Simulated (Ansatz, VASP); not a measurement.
**Two plane-wave programs on Be**

The input POSCAR:

```
Be
1.0
    2.2645998697      0.0000000000      0.0000000000
   -1.1322999349      1.9612010165      0.0000000000
    0.0000000000      0.0000000000      3.5612588026
Be
2
Direct
    0.3333333333      0.6666666667      0.2500000000
    0.6666666667      0.3333333333      0.7500000000
```

The input INCAR.step1:

```
SYSTEM = Be
ALGO = Normal
EDIFF = 1E-4
ENCUT = 520
GGA = PE
ISMEAR = -1
LASPH = .True.
LCHARG = .False.
LREAL = .False.
LWAVE = .True.
NBANDS = 9
NELM = 60
PREC = Accurate
SIGMA = 0.03
```

INCAR.step2

```
SYSTEM = Be
ALGO = Normal
EDIFF = 1E-7
ENCUT = 520
ISIF = 2
ISMEAR = -1
ISTART = 1
LASPH = .True.
LCHARG = .True.
LELF = .True.
LMIXTAU = .True.
LREAL = .False.
LVHAR = .True.
LWAVE = .False.
METAGGA = R2SCAN
NBANDS = 9
NELM = 60
PREC = Accurate
SIGMA = 0.03
```

Contents of KPOINTS:

```
k-points
0
Gamma
  16 16 9
  0 0 0
```

Input for Ansatz:

```yaml
crystal:
  lattice:
    - [2.2645998697, 0.0, 0.0]
    - [-1.1322999349, 1.9612010165, 0.0]
    - [0.0, 0.0, 3.5612588026]
  atoms:
    - { symbol: Be, position: [0.3333333333, 0.6666666667, 0.25] }
    - { symbol: Be, position: [0.6666666667, 0.3333333333, 0.75] }
hamiltonian:
  xc: r2scan
  pseudopotentials:
    kind: paw
    azcp:
      Be: "pseudopotentials/Be.paw.azcp"
basis:
  ecutwfc: 500
  fft_grid_basis: typed
kpoints:
  mp_grid: { grid: [16, 16, 9], shift: [0, 0, 0] }
magnetization:
  spin_polarized: false
scf:
  occupations: { method: fermi_dirac, width: 0.03 }
  lower_state_search: "off"
output:
  stress: true
```

Alike in both runs: task single point; functional r2SCAN; k mesh 16 × 16 × 9; occupations fermi-dirac, width 0.03 eV; no spin polarisation.

|  | VASP | Ansatz |
| --- | --- | --- |
| version | VASP 6.6.1 | Ansatz 0.2.0 |
| potentials or method | VASP PAW PBE potentials, release 64 (Be), cutoff 520 eV | plane waves (500 eV) with PAW, scalar-relativistic |
| valence electrons in the cell | 4 | 4 |

|  | VASP | Ansatz | Ansatz less VASP |
| --- | --- | --- | --- |
| pressure (GPa) | 0.2 | 0.0 | -0.19 |
| traceless stress, the component that is largest in VASP (GPa) | -0.10 | -0.16 | -0.065 |

VASP's potentials were made for PBE, not for r2SCAN.
